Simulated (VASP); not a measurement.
# CoO (Pm-3m) in VASP: notebook

CoO is run at these levels: PBEsol; tasks: single point.

Everything below comes from runs of VASP 6.6.1. Logs are shortened: lines on timing, memory, paths and dates and some standing lists are left out, and cuts for length are marked.

**1. The cell of the first run**

Symmetry: Pm-3m, No. 221, cubic system. Conventional cell: a = 2.572 Å, b = 2.572 Å, c = 2.572 Å, α = 90.00°, β = 90.00°, γ = 90.00°. Within 2.9 Å of Co (site symmetry m-3m) lie 8 O at 2.23 Å and 6 Co at 2.57 Å. Within 2.9 Å of O (site symmetry m-3m) lie 8 Co at 2.23 Å and 6 O at 2.57 Å.

**2. Single point, PBEsol, collinear spin, ferromagnetic start**

Contents of INCAR:

```
PREC = Accurate
ENCUT = 520
EDIFF = 1E-6
ISMEAR = 0
SIGMA = 0.1
LREAL = F
LASPH = T
NELM = 150
ALGO = Normal
ISIF = 2
LWAVE = F
LCHARG = F
ISPIN = 2
MAGMOM = 4.5 0
LORBIT = 11
LMAXMIX = 4
GGA = PS
NBANDS = 18
```

Contents of KPOINTS:

```
Automatic mesh
0
Gamma
  16 16 16
```

Contents of POSCAR:

```
CoO
1.0
    2.5724609762      0.0000000000      0.0000000000
    0.0000000000      2.5724609762      0.0000000000
    0.0000000000      0.0000000000      2.5724609762
Co O
1 1
Direct
    0.0000000000      0.0000000000      0.0000000000
    0.5000000000      0.5000000000      0.5000000000
```

Potentials or basis: VASP PAW PBE potentials, release 64 (Co, O).

Run with:

```bash
cat potpaw_PBE.64/Co/POTCAR potpaw_PBE.64/O/POTCAR > POTCAR
mpirun -np 1 vasp_std > vasp.out
```

OUTCAR:

```text
PREC = Accurate
   ENCUT = 520
   EDIFF = 1E-6
   ISMEAR = 0
   LREAL = F
   LASPH = T
   NELM = 150
   ISIF = 2
   ISPIN = 2
   LORBIT = 11
   GGA = PS

 ion  position               nearest neighbor table
   1  0.000  0.000  0.000-   2 2.23   2 2.23   2 2.23   2 2.23   2 2.23   2 2.23   2 2.23   2 2.23

   2  0.500  0.500  0.500-   1 2.23   1 2.23   1 2.23   1 2.23   1 2.23   1 2.23   1 2.23   1 2.23

  LATTYP: Found a simple cubic cell.
 ALAT       =     2.5724609762

  Lattice vectors:

 A1 = (   2.5724609762,   0.0000000000,   0.0000000000)
 A2 = (   0.0000000000,   2.5724609762,   0.0000000000)
 A3 = (   0.0000000000,   0.0000000000,   2.5724609762)

Analysis of symmetry for initial positions (statically):
=====================================================================
 Subroutine PRICEL returns:
 Original cell was already a primitive cell.

 Routine SETGRP: Setting up the symmetry group for a
 simple cubic supercell.

 Subroutine GETGRP returns: Found 48 space group operations
 (whereof 48 operations were pure point group operations)
 out of a pool of 48 trial point group operations.

The static configuration has the point symmetry O_h .

Analysis of symmetry for dynamics (positions and initial velocities):
=====================================================================
 Subroutine PRICEL returns:
 Original cell was already a primitive cell.

 Routine SETGRP: Setting up the symmetry group for a
 simple cubic supercell.

 Subroutine GETGRP returns: Found 48 space group operations
 (whereof 48 operations were pure point group operations)
 out of a pool of 48 trial point group operations.

The dynamic configuration has the point symmetry O_h .

Analysis of structural, dynamic, and magnetic symmetry:
=====================================================================
 Subroutine PRICEL returns:
 Original cell was already a primitive cell.

 Routine SETGRP: Setting up the symmetry group for a
 simple cubic supercell.

 Subroutine GETGRP returns: Found 48 space group operations
 (whereof 48 operations were pure point group operations)
 out of a pool of 48 trial point group operations.

The overall configuration has the point symmetry O_h .

 Subroutine INISYM returns: Found 48 space group operations
 (whereof 48 operations are pure point group operations),
 and found     1 'primitive' translations

----------------------------------------------------------------------------------------

                                     Primitive cell

  volume of cell :      17.0234

  direct lattice vectors                    reciprocal lattice vectors
     2.572460976  0.000000000  0.000000000     0.388732816  0.000000000  0.000000000
     0.000000000  2.572460976  0.000000000     0.000000000  0.388732816  0.000000000
     0.000000000  0.000000000  2.572460976     0.000000000  0.000000000  0.388732816

  length of vectors
     2.572460976  2.572460976  2.572460976     0.388732816  0.388732816  0.388732816

  position of ions in fractional coordinates (direct lattice)
     0.000000000  0.000000000  0.000000000
     0.500000000  0.500000000  0.500000000

  ion indices of the primitive-cell ions
   primitive index   ion index
                 1           1
                 2           2

----------------------------------------------------------------------------------------

 KPOINTS: Automatic mesh

Automatic generation of k-mesh.
 Grid dimensions read from file:
 generate k-points for:   16   16   16

 Generating k-lattice:

  Cartesian coordinates                     Fractional coordinates (reciprocal lattice)
     0.024295801  0.000000000  0.000000000     0.062500000  0.000000000  0.000000000
     0.000000000  0.024295801  0.000000000     0.000000000  0.062500000  0.000000000
     0.000000000  0.000000000  0.024295801     0.000000000  0.000000000  0.062500000

  Length of vectors
     0.024295801  0.024295801  0.024295801

  Shift w.r.t. Gamma in fractional coordinates (k-lattice)
     0.000000000  0.000000000  0.000000000

 Subroutine IBZKPT returns following result:
 ===========================================

 Found    165 irreducible k-points:

 Following reciprocal coordinates:
            Coordinates               Weight
  0.000000  0.000000  0.000000      1.000000
  0.062500  0.000000  0.000000      6.000000
  0.125000  0.000000  0.000000      6.000000
  0.187500  0.000000  0.000000      6.000000
  0.250000  0.000000  0.000000      6.000000
  0.312500  0.000000  0.000000      6.000000
[... 16 lines left out ...]
  0.437500  0.125000  0.000000     24.000000
  0.500000  0.125000  0.000000     12.000000
 [... further k-points ...]
   k-points           NKPTS =    165   k-points in BZ     NKDIM =    165   number of bands    NBANDS=     18
   number of dos      NEDOS =    301   number of ions     NIONS =      2
   total plane-waves  NPLWV =   8000
   dimension x,y,z NGX =    20 NGY =   20 NGZ =   20
   dimension x,y,z NGXF=    40 NGYF=   40 NGZF=   40
   ions per type =               1   1
   NGX,Y,Z   is equivalent  to a cutoff of  12.93, 12.93, 12.93 a.u.
   NGXF,Y,Z  is equivalent  to a cutoff of  25.85, 25.85, 25.85 a.u.
 SYSTEM =  unknown system
   PREC   = accura    normal or accurate (medium, high low for compatibility)
   ISTART =      0    job   : 0-new  1-cont  2-samecut
   ICHARG =      2    charge: 1-file 2-atom 10-const
   ISPIN  =      2    spin polarized calculation?
   LNONCOLLINEAR =      F non collinear calculations
   LSORBIT =      F    spin-orbit coupling
   LASPH  =      T    aspherical Exc in radial PAW
   ENCUT  =  520.0 eV  38.22 Ry    6.18 a.u.   4.78  4.78  4.78*2*pi/ulx,y,z
   NELM   =    150;   NELMIN=  2; NELMDL= -5     # of ELM steps
   EDIFF  = 0.1E-05   stopping-criterion for ELM
   LREAL  =      F    real-space projection
   EDIFFG = 0.1E-04   stopping-criterion for IOM
   NSW    =      0    number of steps for IOM
   IBRION =     -1    ionic relax: 0-MD 1-quasi-New 2-CG
   NFREE  =      0    steps in history (QN), initial steepest desc. (CG)
   ISIF   =      2    stress and relaxation
   ISYM   =      2    0-nonsym 1-usesym 2-fastsym
   POTIM  = 0.5000    time-step for ionic-motion
   TEBEG  =    0.0;   TEEND  =   0.0 temperature during run
   PSTRESS=    0.0 pullay stress
   NELECT =      15.0000    total number of electrons
   NUPDOWN=      -1.0000    fix difference up-down
   EMIN   =  10.00;   EMAX   =-10.00  energy-range for DOS
   EFERMI =   0.00;   METHOD = LEGACY
   ISMEAR =     0;   SIGMA  =   0.10  broadening in eV -4-tet -1-fermi 0-gaus
   EFERMI_NEDOS =   21; number of points for ismear=-14 and -15
   IALGO  =     38    algorithm
   IMIX   =      4    mixing-type and parameters
     AMIX     =   0.40;   BMIX     =  1.00
     AMIX_MAG =   1.60;   BMIX_MAG =  1.00
  volume/ion in A,a.u.               =       8.51        57.44
  Fermi-wavevector in a.u.,A,eV,Ry     =   1.569482  2.965892 33.514892  2.463275
  Thomas-Fermi vector in A             =   2.671358
   LORBIT       =     11    0 simple, 1 ext, 2 COOP (PROOUT), +10 PAW based schemes
   GGA     = PS    functional components
   LHFCALC =     F    Hartree Fock is set to
   AEXX    =    0.0000 exact exchange contribution
   IVDW    =     0    specifies the selected vdW correction
   LEPSILON=     F    determine dielectric tensor
   LRPA    =     F    only Hartree local field effects (RPA)
 spin polarized calculation
 Gauss-broadening in eV      SIGMA  =   0.10
  energy-cutoff  :      520.00
  volume of cell :       17.02
 maximum number of plane-waves:       480
 NGX is ok and might be reduce to    20
   NGX =  9   NGY =  9   NGZ =  9

 number of electron      15.0000020 magnetization       2.9993481

 Free energy of the ion-electron system (eV)
  ---------------------------------------------------
  ext. energy  EPLUGINS =         0.00000000
  ---------------------------------------------------
  free energy    TOTEN  =       -13.41101957 eV

  energy without entropy =      -13.40168004  energy(sigma->0) =      -13.40634981

 E-fermi :   9.2475     XC(G=0): -13.5272

 val. band max:        9.2450990877   @ k =   0.5000   0.3125   0.0000
 cond. band min:       9.2536690719   @ k =   0.4375   0.3125   0.0000
 fundamental gap:      0.0085699842
 Fermi energy:         9.2474571368

 spin component 1

 k-point     1 :       0.0000    0.0000    0.0000
  band No.  band energies     occupation
      1     -11.5079      1.00000
      2       4.7830      1.00000
      3       4.7830      1.00000
      4       6.2671      1.00000
      5       6.2671      1.00000
      6       6.2671      1.00000
[... 10 lines left out ...]
     17      41.4199      0.00000
     18      41.4199      0.00000
[... 463 lines left out ...]
 k-point    24 :       0.5000    0.1250    0.0000
  band No.  band energies     occupation
      1      -9.9970      1.00000
      2       0.3551      1.00000
      3       4.2615      1.00000
      4       4.6460      1.00000
      5       5.2751      1.00000
      6       6.8000      1.00000
[... 10 lines left out ...]
     17      37.9455      0.00000
     18      41.0046      0.00000

 [... further k-points ...]

 spin component 2

 k-point     1 :       0.0000    0.0000    0.0000
  band No.  band energies     occupation
      1     -10.7963      1.00000
      2       6.6029      1.00000
      3       6.6029      1.00000
      4       7.1201      1.00000
      5       7.1201      1.00000
      6       7.1201      1.00000
[... 10 lines left out ...]
     17      41.6144      0.00000
     18      41.6144      0.00000
[... 463 lines left out ...]
 k-point    24 :       0.5000    0.1250    0.0000
  band No.  band energies     occupation
      1      -9.1996      1.00000
      2       0.9861      1.00000
      3       5.6817      1.00000
      4       6.2782      1.00000
      5       7.2099      1.00000
      6       9.6954      0.00000
[... 10 lines left out ...]
     17      38.5918      0.00000
     18      41.5936      0.00000

 [... further k-points ...]
[... 5 lines left out ...]
  --------------------------------------------------------------------------------------
  -------------------------------------------------------------------------------------
  Total       -0.0449595     -0.0449595     -0.0449595     -0.0000000      0.0000000      0.0000000
  in kB       -4.2314175     -4.2314175     -4.2314175     -0.0000000      0.0000000      0.0000000
  external PRESSURE =      -4.2314175 kB  Pullay stress =       0.0000000 kB

 VOLUME and BASIS-vectors are now :
 -----------------------------------------------------------------------------
  energy-cutoff  :      520.00
  volume of cell :       17.02
      direct lattice vectors                 reciprocal lattice vectors
     2.572460976  0.000000000  0.000000000     0.388732816  0.000000000  0.000000000
     0.000000000  2.572460976  0.000000000     0.000000000  0.388732816  0.000000000
     0.000000000  0.000000000  2.572460976     0.000000000  0.000000000  0.388732816

 POSITION                                       TOTAL-FORCE (eV/Angst)
 -----------------------------------------------------------------------------------
      0.00000      0.00000      0.00000         0.000000      0.000000      0.000000
      1.28623      1.28623      1.28623         0.000000      0.000000      0.000000
 -----------------------------------------------------------------------------------
    total drift:                                0.000000      0.000000      0.000000

  FREE ENERGIE OF THE ION-ELECTRON SYSTEM (eV)
  ---------------------------------------------------
  free  energy   TOTEN  =       -13.4110195721 eV

  energy  without entropy=      -13.4016800426  energy(sigma->0) =      -13.40634981

 total charge

# of ion       s       p       d       tot
------------------------------------------
    1        0.314   0.390   7.196   7.900
    2        1.576   3.347   0.000   4.923
--------------------------------------------------
tot          1.890   3.737   7.196  12.823

 magnetization (x)

# of ion       s       p       d       tot
------------------------------------------
    1       -0.002   0.004   2.480   2.481
    2        0.021   0.440   0.000   0.461
--------------------------------------------------
tot          0.019   0.443   2.480   2.942
```

It took 90 s on 1 thread of Intel Xeon 6975P-C (Granite Rapids), shared host; peak memory 0.19 GiB.

What came out:

```
Free energy                                           : -13.4110 eV
Pressure                                              : -0.4 GPa
Band gap on the k mesh                                : zero (filled and empty bands overlap)
Net moment                                            : 3.00 μB per cell
Site moments                                          : Co +2.48; O +0.46 μB
Valence electrons inside the program's atomic spheres : Co 7.90; O 4.92
```

Levels at points of the mesh, in eV from the Fermi level:
Spin up:
```tsv
k point	band 5	band 6	band 7	band 8	band 9	band 10	band 11	band 12	band 13	band 14
(0.00, 0.00, 0.00)	-2.98	-2.98	-2.42	-2.42	-2.42	1.00	15.63	15.63	20.59	20.59
(0.50, 0.00, 0.00)	-4.09	-2.34	-1.56	-0.22	-0.22	6.40	8.46	16.39	18.01	18.01
(0.50, 0.50, 0.00)	-3.07	-3.05	-3.05	-2.00	-1.52	5.91	11.50	11.50	17.11	24.97
(0.50, 0.50, 0.50)	-1.47	-1.47	-0.18	-0.18	-0.18	6.77	6.77	6.77	15.42	22.29
```
Spin down:
```
           k point  band 2  band 3  band 4  band 5  band 6  band 7  band 8  band 9  band 10  band 11
(0.00, 0.00, 0.00)   -2.64   -2.64   -2.13   -2.13   -2.13    0.48    0.48    0.48     1.72    16.24
(0.50, 0.00, 0.00)   -8.54   -3.14   -3.14   -2.16    0.59    0.63    1.91    1.91     6.91     9.50
(0.50, 0.50, 0.00)   -6.03   -6.03   -2.23   -1.09   -0.44   -0.30   -0.30    0.85     7.01    12.21
(0.50, 0.50, 0.50)   -6.55   -6.55   -6.55    0.90    0.90    2.23    2.23    2.23     7.16     7.16
```

Caveat: the PAW data sets were made with another functional, which shifts forces and pressure a little; a cell with one magnetic atom can't hold antiferromagnetic order, which such compounds often take; semilocal functionals often make such compounds metallic where correlation or magnetic order opens a gap, which also shifts bond lengths. With open d or f shells a metallic result of PBEsol can be an artefact of self-interaction; +U or a hybrid may open a gap.

**3. Single point, PBEsol, collinear spin, ferromagnetic start**

Contents of INCAR:

```
PREC = Accurate ; ENCUT = 520
EDIFF = 1E-6 ; ISMEAR = 0
SIGMA = 0.1 ; LREAL = False
LASPH = True ; NELM = 150
ALGO = Normal ; ISIF = 2
LWAVE = False ; LCHARG = True
ISPIN = 2 ; MAGMOM = 0.5 0
LORBIT = 11 ; LMAXMIX = 4
GGA = PS ; LELF = True
LVHAR = True ; NBANDS = 18
```

KPOINTS is that of step 2.

POSCAR is that of step 2.

Potentials or basis: VASP PAW PBE potentials, release 64 (Co, O).

Run with:

```bash
cat potpaw_PBE.64/Co/POTCAR potpaw_PBE.64/O/POTCAR > POTCAR
mpirun -np 1 vasp_std > vasp.out
```

OUTCAR:

```text
PREC = Accurate
   ENCUT = 520
   EDIFF = 1E-6
   ISMEAR = 0
   LREAL = False
   LASPH = True
   NELM = 150
   ISIF = 2
   ISPIN = 2
   LORBIT = 11
   GGA = PS

 ion  position               nearest neighbor table
   1  0.000  0.000  0.000-   2 2.23   2 2.23   2 2.23   2 2.23   2 2.23   2 2.23   2 2.23   2 2.23

   2  0.500  0.500  0.500-   1 2.23   1 2.23   1 2.23   1 2.23   1 2.23   1 2.23   1 2.23   1 2.23

  LATTYP: Found a simple cubic cell.
 ALAT       =     2.5724609762

  Lattice vectors:

 A1 = (   2.5724609762,   0.0000000000,   0.0000000000)
 A2 = (   0.0000000000,   2.5724609762,   0.0000000000)
 A3 = (   0.0000000000,   0.0000000000,   2.5724609762)

Analysis of symmetry for initial positions (statically):
=====================================================================
 Subroutine PRICEL returns:
 Original cell was already a primitive cell.

 Routine SETGRP: Setting up the symmetry group for a
 simple cubic supercell.

 Subroutine GETGRP returns: Found 48 space group operations
 (whereof 48 operations were pure point group operations)
 out of a pool of 48 trial point group operations.
[... 696 lines left out ...]
  band No.  band energies     occupation
      1     -10.7974      1.00000
      2       6.6025      1.00000
      3       6.6025      1.00000
      4       7.1187      1.00000
      5       7.1187      1.00000
      6       7.1187      1.00000
[... 493 lines left out ...]
     17      38.5914      0.00000
     18      41.5934      0.00000

 [... further k-points ...]
[... 5 lines left out ...]
  --------------------------------------------------------------------------------------
  -------------------------------------------------------------------------------------
  Total       -0.0416357     -0.0416357     -0.0416357     -0.0000000      0.0000000      0.0000000
  in kB       -3.9185904     -3.9185904     -3.9185904     -0.0000000      0.0000000      0.0000000
  external PRESSURE =      -3.9185904 kB  Pullay stress =       0.0000000 kB

 VOLUME and BASIS-vectors are now :
 -----------------------------------------------------------------------------
  energy-cutoff  :      520.00
  volume of cell :       17.02
      direct lattice vectors                 reciprocal lattice vectors
     2.572460976  0.000000000  0.000000000     0.388732816  0.000000000  0.000000000
     0.000000000  2.572460976  0.000000000     0.000000000  0.388732816  0.000000000
     0.000000000  0.000000000  2.572460976     0.000000000  0.000000000  0.388732816

 POSITION                                       TOTAL-FORCE (eV/Angst)
 -----------------------------------------------------------------------------------
      0.00000      0.00000      0.00000         0.000000      0.000000      0.000000
      1.28623      1.28623      1.28623         0.000000      0.000000      0.000000
 -----------------------------------------------------------------------------------
    total drift:                                0.000000      0.000000      0.000000

  FREE ENERGIE OF THE ION-ELECTRON SYSTEM (eV)
  ---------------------------------------------------
  free  energy   TOTEN  =       -13.4110182080 eV

  energy  without entropy=      -13.4016805393  energy(sigma->0) =      -13.40634937

 total charge

# of ion       s       p       d       tot
------------------------------------------
    1        0.314   0.390   7.196   7.900
    2        1.576   3.347   0.000   4.924
--------------------------------------------------
tot          1.890   3.737   7.196  12.823

 magnetization (x)

# of ion       s       p       d       tot
------------------------------------------
    1       -0.002   0.004   2.480   2.481
    2        0.021   0.440   0.000   0.461
--------------------------------------------------
tot          0.019   0.443   2.480   2.942
```

OSZICAR:

```text
N       E                     dE             d eps       ncg     rms          rms(c)
DAV:   1     0.747999628535E+02    0.74800E+02   -0.64788E+03 12436   0.984E+02
DAV:   2    -0.109884115799E+02   -0.85788E+02   -0.74493E+02 12750   0.224E+02
DAV:   3    -0.152932245253E+02   -0.43048E+01   -0.40955E+01 13202   0.527E+01
[... 11 lines left out ...]
DAV:  15    -0.134108883576E+02   -0.26519E-02   -0.10799E-03 16072   0.538E-01    0.149E-01
DAV:  16    -0.134103745238E+02    0.51383E-03   -0.46401E-04 17728   0.459E-01    0.355E-01
DAV:  17    -0.134110150736E+02   -0.64055E-03   -0.23330E-04 15440   0.333E-01    0.251E-02
DAV:  18    -0.134110191941E+02   -0.41205E-05   -0.21608E-05 14844   0.515E-02    0.206E-02
DAV:  19    -0.134110182080E+02    0.98607E-06   -0.21881E-06  8372   0.187E-02
   1 F= -.13411018E+02 E0= -.13406349E+02  d E =-.933767E-02  mag=     2.9990
```

Run time: 88 s. Hardware: 1 thread of Intel Xeon 6975P-C (Granite Rapids), shared host; peak memory 0.19 GiB.

Results:

```
Free energy                                           : -13.4110 eV
Pressure                                              : -0.4 GPa
Band gap on the k mesh                                : zero (filled and empty bands overlap)
Net moment                                            : 3.00 μB per cell
Site moments                                          : Co +2.48; O +0.46 μB
Valence electrons inside the program's atomic spheres : Co 7.90; O 4.92
```

Caveat: the PAW data sets were made with another functional, which shifts forces and pressure a little; a cell with one magnetic atom can't hold antiferromagnetic order, which such compounds often take; semilocal functionals often make such compounds metallic where correlation or magnetic order opens a gap, which also shifts bond lengths. With open d or f shells a metallic result of PBEsol can be an artefact of self-interaction; +U or a hybrid may open a gap.

(Continued in part 2 of 2.)
